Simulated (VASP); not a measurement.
Input of a VASP 6.6.1 run:

File INCAR:

```
SYSTEM = Cs2TaF6
PREC = Accurate
ENCUT = 520
EDIFF = 1E-6
ISMEAR = -1
SIGMA = 0.05
LREAL = .False.
LASPH = .True.
NELM = 100
ALGO = Normal
ISIF = 2
LWAVE = .False.
LCHARG = .True.
GGA = PS
LELF = .True.
LVHAR = .True.
NBANDS = 46
```

File KPOINTS:

```
Automatic mesh
0
Gamma
  5 5 5
  0 0 0
```

Contents of POSCAR:

```
Cs2TaF6
1.0
    0.0000000000      4.5569914457      4.5569914457
    4.5569914457      0.0000000000      4.5569914457
    4.5569914457      4.5569914457      0.0000000000
Cs Ta F
2 1 6
Direct
    0.7500000000      0.7500000000      0.7500000000
    0.2500000000      0.2500000000      0.2500000000
    0.0000000000      0.0000000000      0.0000000000
    0.7826335588      0.2173664412      0.2173664412
    0.2173664412      0.2173664412      0.7826335588
    0.2173664412      0.7826335588      0.7826335588
    0.2173664412      0.7826335588      0.2173664412
    0.7826335588      0.2173664412      0.7826335588
    0.7826335588      0.7826335588      0.2173664412
```

Potentials or basis: VASP PAW PBE potentials, release 64 (Cs_sv, Ta_pv, F).

Command:

```bash
$ cat potpaw_PBE.64/Cs_sv/POTCAR potpaw_PBE.64/Ta_pv/POTCAR potpaw_PBE.64/F/POTCAR > POTCAR
$ mpirun -np 1 vasp_std > vasp.out
```

Task: Estimate the pressure.

Result: 0.2 GPa.

Task: What does it give for the largest force?

Result: 0.098 eV/Å.

Forces in eV/Å, atoms in the order of the input:
```
Cs   0.000  0.000  0.000
Cs   0.000  0.000  0.000
Ta   0.000  0.000  0.000
F    0.098  0.000  0.000
F    0.000  0.000  0.098
F   -0.098  0.000  0.000
F    0.000  0.098  0.000
F    0.000 -0.098  0.000
F    0.000  0.000 -0.098
```

Caveat: the PAW data sets were made with another functional, which shifts forces and pressure a little; an odd number of electrons without spin polarisation forces a metal; a magnetic or distorted state may lie lower.
